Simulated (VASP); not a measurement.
## Mo: single point with BLYP+D4

Mo:

```
CELL_PARAMETERS angstrom
0.00000 2.00148 2.00148
2.00148 0.00000 2.00148
2.00148 2.00148 0.00000
ATOMIC_POSITIONS crystal
Mo 0.00000 0.00000 0.00000
```

This cell differs from its parent crystal: volume scaled by 0.98.

```yaml
Program: VASP 6.6.1
Task: single point
Functional: BLYP
Dispersion: D4
Potentials_or_basis: VASP PAW PBE potentials, release 64 (Mo_sv)
Cutoff: 520 eV
k_mesh: 8 × 8 × 8
Occupations: gaussian, width 0.15 eV
Spin: non-collinear spin, zero start, spin-orbit coupling
Starting_moments: "[[0.0, 0.0, 0.0]] μB"
```

```yaml
Pressure: -1.7 GPa
Net_moment: 0.00 μB per cell
Valence_electrons_inside_the_program's_atomic_spheres: Mo 12.55
Dispersion_energy_per_atom: -1.136 eV
```

Moments on the atoms (μB; x, y, z):
```
Mo  0.00 0.00 0.00
```

Run time: 28 s on 1 thread of Intel(R) Xeon(R) Platinum 8259CL CPU @ 2.50GHz (Skylake/Cascade Lake), with other jobs on the host, peak memory 0.2 GiB.

Caveat: the PAW data sets were made with another functional, which shifts forces and pressure a little.
